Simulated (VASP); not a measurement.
## HgTe (Coloradoite): single point with PBEsol

The system is HgTe (Coloradoite).

```
Hg Te
1.0
     0.00000    3.25560    3.25560
     3.25560    0.00000    3.25560
     3.25560    3.25560    0.00000
Hg Te
1 1
Direct
  0.00000 0.00000 0.00000
  0.75000 0.75000 0.75000
```

| Quantity | Value |
| --- | --- |
| Program | VASP 6.6.1 |
| Task | single point |
| Functional | PBEsol |
| Potentials or basis | VASP PAW PBE potentials, release 64 (Hg, Te) |
| Cutoff | 520 eV |
| k mesh | 7 × 7 × 7 |
| Occupations | fermi-dirac, width 0.05 eV |
| Spin | no spin polarisation |

The pressure is 0.1 GPa and the band gap on the k mesh is zero (filled and empty bands touch).

Levels at points of the mesh, in eV from the Fermi level:
```
           k point  band 6  band 7  band 8  band 9  band 10  band 11  band 12  band 13
(0.00, 0.00, 0.00)   -6.75   -0.90   -0.04   -0.04    -0.04     4.18     4.18     4.18
```

It took 41 s on 1 thread of Intel Xeon 8259CL (shared host), peak memory 0.21 GiB.

Caveat: the PAW data sets were made with another functional, which shifts forces and pressure a little; spin-orbit coupling is left out, which moves the levels of the heavy elements.
